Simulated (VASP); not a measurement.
## ScSi2: electric field gradients with r2SCAN

The system is ScSi2.

```xyz
3
Lattice="4.0387 0.0000 0.0000 -2.0194 3.4977 0.0000 0.0000 0.0000 3.5961" Properties=species:S:1:pos:R:3 pbc="T T T"
Sc    0.0000    0.0000    0.0000
Si    0.0000    2.3318    1.7981
Si    2.0194    1.1659    1.7981
```

```json
{
 "Program": "VASP 6.6.1",
 "Task": "electric field gradients",
 "Functional": "r2SCAN",
 "Potentials or basis": "VASP PAW PBE potentials, release 64 (Sc_sv, Si)",
 "Cutoff": "520 eV",
 "k mesh": "12 × 12 × 11",
 "Occupations": "fermi-dirac, width 0.05 eV",
 "Spin": "no spin polarisation",
 "Dipole correction": "no",
 "Further INCAR settings": "ALGO = Normal; EDIFF = 1e-08; NBANDS = 16"
}
```

- Pressure: -0.9 GPa

Stress tensor (GPa, compression positive):
```
-1.93  0.00  0.00
 0.00 -1.93  0.00
 0.00  0.00  1.09
```

Levels at points of the mesh, in eV from the Fermi level:
```csv
k point,band 5,band 6,band 7,band 8,band 9,band 10,band 11,band 12,band 13,band 14
"(0.00, 0.00, 0.00)",-13.31,-3.92,-3.92,-1.73,-1.26,-1.11,0.57,0.57,1.84,1.84
"(0.50, 0.00, 0.00)",-10.88,-9.63,-4.66,-2.91,-1.69,1.32,1.75,1.82,2.08,3.17
```

Electric field gradients, principal values (V/Å²):
```
atom   least  middle  greatest (by size)
1 Sc  10.071  10.072             -20.144
2 Si   3.619   3.619              -7.238
3 Si   3.619   3.619              -7.238
```

Wall time 3.3 min on 1 thread of Intel(R) Xeon(R) 6975P-C (Granite Rapids), on a shared host, peak memory 0.23 GiB.

Caveat: without QUAD_EFG the Cq values of the log hold for a quadrupole moment of 1 mb, not for the nuclei; the PAW data sets were made with another functional, which shifts forces and pressure a little.
